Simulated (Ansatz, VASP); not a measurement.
**ZnSe: VASP beside Ansatz**

File INCAR:

```
PREC = Accurate
ENCUT = 500
EDIFF = 1E-6
ISMEAR = 0
SIGMA = 0.02
LREAL = False
LASPH = True
NELM = 120
ALGO = Normal
ISIF = 2
LWAVE = False
LCHARG = False
GGA = PE
NBANDS = 16
GGA_COMPAT = False
```

File KPOINTS:

```
Automatic mesh
0
Gamma
  8 8 8
```

File POSCAR:

```
ZnSe
1.0
    0.0000000000      2.8664660138      2.8664660138
    2.8664660138      0.0000000000      2.8664660138
    2.8664660138      2.8664660138      0.0000000000
Zn Se
1 1
Direct
    0.0000000000      0.0000000000      0.0000000000
    0.2500000000      0.2500000000      0.2500000000
```

Input for Ansatz:

```yaml
crystal:
  lattice:
    - [0.0, 2.8664660138, 2.8664660138]
    - [2.8664660138, 0.0, 2.8664660138]
    - [2.8664660138, 2.8664660138, 0.0]
  atoms:
    - { symbol: Zn, position: [0.0, 0.0, 0.0] }
    - { symbol: Se, position: [0.25, 0.25, 0.25] }
basis:
  ecutwfc: 420
kpoints:
  mp_grid: { grid: [8, 8, 8] }
  band_path:
    path:
      - [[0.0, 0.0, 0.0], [-0.5, -0.5, 0.0], [-0.375, -0.375, 0.25]]
      - [[-0.375, 0.0, 0.375], [0.0, 0.0, 0.0], [0.0, 0.0, 0.5], [-0.5, -0.25, 0.25], [-0.5, -0.5, 0.0]]
    npoints: 10
hamiltonian:
  xc: pbe
  pseudopotentials: { kind: paw, azcp: { folder: soft_1 } }
scf:
  occupations: { method: gaussian, width: 0.02 }
  n_extra_bands: 7
output:
  forces: true
  stress: true
  eigenvalues: true
```

Alike in both runs: task single point; functional PBE; k mesh 8 × 8 × 8; occupations gaussian, width 0.02 eV; no spin polarisation.

|  | VASP | Ansatz |
| --- | --- | --- |
| version | VASP 6.6.1 | Ansatz 0.2.0 |
| potentials or method | VASP PAW PBE potentials, release 64 (Zn, Se), cutoff 500 eV | scalar-relativistic, plane waves, PAW |
| valence electrons in the cell | 18 | 28 |

Ansatz gave:

| Quantity | Value |
| --- | --- |
| gap on the k mesh at the Fermi level (eV) | 1.15 |
| least direct gap on the mesh (eV) | 1.15 |
| pressure (GPa) | 0.0 |

**Question.** What did VASP give for the same quantities?

**Answer.** gap on the k mesh at the Fermi level (eV): 1.15; least direct gap on the mesh (eV): 1.15; pressure (GPa): 0.2.

The functional is the same, so the differences come from potentials, cutoffs and numerics. VASP's potentials hold 18 valence electrons a cell and Ansatz's 28, so a difference there can come from the potentials and not from the codes.
